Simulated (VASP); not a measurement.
Input of a VASP 6.6.1 run:

Contents of INCAR:

```
ALGO = Normal ; EDIFF = 1E-6
ENCUT = 520 ; GGA = PE
ISIF = 2 ; ISMEAR = 0
LASPH = T ; LCHARG = F
LREAL = F ; LWAVE = F
NBANDS = 22 ; NELM = 60
PREC = Accurate ; SIGMA = 0.1
```

Contents of KPOINTS:

```
k-points
0
Gamma
  4 4 2
```

POSCAR

```
Be4Se3
1.0
    2.5552040929     -2.5840758298     -0.0002724758
    2.5564537800      2.5854111447     -0.0017086644
   -1.2568851743     -0.0024595667      9.6310330245
Be Se
4 3
Direct
    0.1037069208      0.6783118223      0.9004384682
    0.9825339621      0.4513530119      0.3659391150
    0.5487049175      0.0179021440      0.6339903210
    0.3220019469      0.8953141505      0.0996801463
    0.5764515359      0.5515394562      0.7712410953
    0.0154036569      0.9847771178      0.4999943049
    0.4491374083      0.4228619490      0.2287165494
```

Potentials or basis: VASP PAW PBE potentials, release 64 (Be, Se).

Command:

```sh
$ cat potpaw_PBE.64/Be/POTCAR potpaw_PBE.64/Se/POTCAR > POTCAR
$ mpirun -np 1 vasp_std > vasp.out
```

Problem. Predict the pressure.

Solution. 0.2 GPa.

Problem. Estimate the largest force.

Solution. 0.018 eV/Å.

Problem. Estimate the band gap on the k mesh.

Solution. 0.59 eV, indirect (least direct gap 1.04 eV).

Forces on the atoms (eV/Å):
```
Be   0.000  0.003  0.017
Be   0.000 -0.002 -0.003
Be  -0.004  0.001  0.011
Be   0.001  0.004 -0.018
Se  -0.004 -0.002 -0.003
Se   0.002 -0.004 -0.004
Se   0.005  0.000  0.001
```

Caveat: the k points lie up to 0.43 Å⁻¹ apart. PBE gaps usually lie below the measured ones, often by a third to a half.
